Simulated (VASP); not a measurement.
## Sr: single point with PBE

The system is Sr.

```
Sr
1.0
     0.00000    3.04235    3.04235
     3.04235    0.00000    3.04235
     3.04235    3.04235    0.00000
Sr
1
Direct
  0.00000 0.00000 0.00000
```

```
Program             : VASP 6.6.1
Task                : single point
Functional          : PBE
Potentials or basis : VASP PAW PBE potentials, release 64 (Sr_sv)
Cutoff              : 500 eV
k mesh              : 7 × 7 × 7
Occupations         : gaussian, width 0.1 eV
Spin                : no spin polarisation
```

```
Pressure : -0.3 GPa
```

Levels at points of the mesh, in eV from the Fermi level:
| k point | band 1 | band 2 | band 3 | band 4 | band 5 | band 6 | band 7 | band 8 | band 9 | band 10 |
| --- | --- | --- | --- | --- | --- | --- | --- | --- | --- | --- |
| (0.00, 0.00, 0.00) | -36.70 | -18.59 | -18.59 | -18.59 | -3.64 | 2.29 | 2.29 | 2.29 | 3.72 | 3.72 |

Run time: 5.3 s on 1 thread of Intel(R) Xeon(R) Platinum 8559C (Emerald Rapids), on a shared host, peak memory 0.17 GiB.
